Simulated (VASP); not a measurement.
Write the native input for VASP 6.6.1 that does the following.

- Task: relaxation of cell and atoms
- Functional: r2SCAN
- Potentials or basis: VASP PAW PBE potentials, release 64 (Sc_sv, Al)
- Cutoff: 600 eV
- k mesh: 6 × 6 × 6
- Occupations: gaussian, width 0.1 eV
- Spin: no spin polarisation
- Dipole correction: no
- Further INCAR settings: ALGO = Normal; EDIFF = 1e-06; IBRION = 2; EDIFFG = -0.01; NSW = 80; ISIF = 3

ScAl2:

```
CELL_PARAMETERS angstrom
0.00000 3.77765 3.77765
3.77765 0.00000 3.77765
3.77765 3.77765 0.00000
ATOMIC_POSITIONS crystal
Sc 0.50000 0.50000 0.50000
Sc 0.75000 0.75000 0.75000
Al 0.12500 0.12500 0.12500
Al 0.62500 0.12500 0.12500
Al 0.12500 0.62500 0.12500
Al 0.12500 0.12500 0.62500
```

The input as run:

POSCAR

```
ScAl2
1.0
    0.0000000000      3.7776526849      3.7776526849
    3.7776526849      0.0000000000      3.7776526849
    3.7776526849      3.7776526849      0.0000000000
Sc Al
2 4
Direct
    0.5000000000      0.5000000000      0.5000000000
    0.7500000000      0.7500000000      0.7500000000
    0.1250000000      0.1250000000      0.1250000000
    0.6250000000      0.1250000000      0.1250000000
    0.1250000000      0.6250000000      0.1250000000
    0.1250000000      0.1250000000      0.6250000000
```

INCAR.step1

```
ALGO     = Normal         # electronic algorithm
EDIFF    = 1E-4           # SCF threshold, eV
ENCUT    = 600            # plane-wave cutoff, eV
GGA      = PE             # functional
ISMEAR   = 0              # smearing method
LASPH    = True           # aspherical terms in the spheres
LCHARG   = False          # write CHGCAR
LREAL    = False          # projectors in reciprocal space
LWAVE    = True           # write WAVECAR
NELM     = 80             # most SCF steps
PREC     = Accurate       # precision mode
SIGMA    = 0.1            # smearing width, eV
```

INCAR.step2

```
ALGO     = Normal         # electronic algorithm
EDIFF    = 1E-6           # SCF threshold, eV
EDIFFG   = -0.01          # ionic threshold
ENCUT    = 600            # plane-wave cutoff, eV
IBRION   = 2              # ionic algorithm
ISIF     = 3              # what is computed and relaxed
ISMEAR   = 0              # smearing method
ISTART   = 1            
LASPH    = True           # aspherical terms in the spheres
LCHARG   = False          # write CHGCAR
LMIXTAU  = True         
LREAL    = False          # projectors in reciprocal space
LWAVE    = False          # write WAVECAR
METAGGA  = R2SCAN         # meta-GGA
NELM     = 80             # most SCF steps
NSW      = 80             # ionic steps
PREC     = Accurate       # precision mode
SIGMA    = 0.1            # smearing width, eV
```

KPOINTS

```
k-points
0
Gamma
  6 6 6
```

Potentials or basis: VASP PAW PBE potentials, release 64 (Sc_sv, Al).

The run is started by

```console
$ cat potpaw_PBE.64/Sc_sv/POTCAR potpaw_PBE.64/Al/POTCAR > POTCAR
$ cp INCAR.step1 INCAR
$ mpirun -np 1 vasp_std > vasp.out
$ cp INCAR.step2 INCAR
$ mpirun -np 1 vasp_std > vasp.out
```

Results of the run:

```json
{"Pressure after relaxing": "0.1 GPa", "Band gap on the k mesh": "zero (band 17 reaches 7.32 eV, above the bottom of band 18 at 4.73 eV)"}
```

Caveat: the relaxation stopped at its first step, so nothing moved; the PAW data sets were made with another functional, which shifts forces and pressure a little.

It took 2.3 min on 1 thread of Intel(R) Xeon(R) 6975P-C (Granite Rapids), with other jobs on the host, peak memory 0.36 GiB.
